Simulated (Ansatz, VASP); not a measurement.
# One calculation of HgS3, two programs

```
Hg S
1.0
     4.72550    0.00000    0.00000
     0.00000    4.72550    0.00000
     0.00000    0.00000    3.29940
Hg S
1 3
Direct
  0.00000 0.00000 0.00000
  0.00000 0.50000 0.50000
  0.50000 0.00000 0.50000
  0.50000 0.50000 0.00000
```

Alike in both runs: functional r2SCAN; k mesh 4 × 4 × 4; occupations gaussian, width 0.1 eV; no spin polarisation.

Ansatz relaxed the structure, and its values are those at the end. VASP's run is a single point on that final structure, the one shown.

|  | VASP | Ansatz |
| --- | --- | --- |
| version | VASP 6.6.1 | Ansatz 0.2.0 |
| potentials or method | VASP PAW PBE potentials, release 64 (Hg, S), cutoff 520 eV | scalar-relativistic, plane waves, PAW |
| valence electrons in the cell | 30 | 38 |

```tsv
	VASP	Ansatz	Ansatz less VASP
gap on the k mesh at the Fermi level (eV)	none	none	-
pressure (GPa)	0.3	0.0	-0.27
```

VASP's potentials were made for PBE, not for r2SCAN. A gap of «none» marks a metal or a gap that the smearing closes. VASP's potentials hold 30 valence electrons a cell and Ansatz's 38, so a difference there can come from the potentials and not from the codes.

The k mesh is coarse, so the values compare programs but aren't converged. Neither program's run includes spin-orbit coupling.
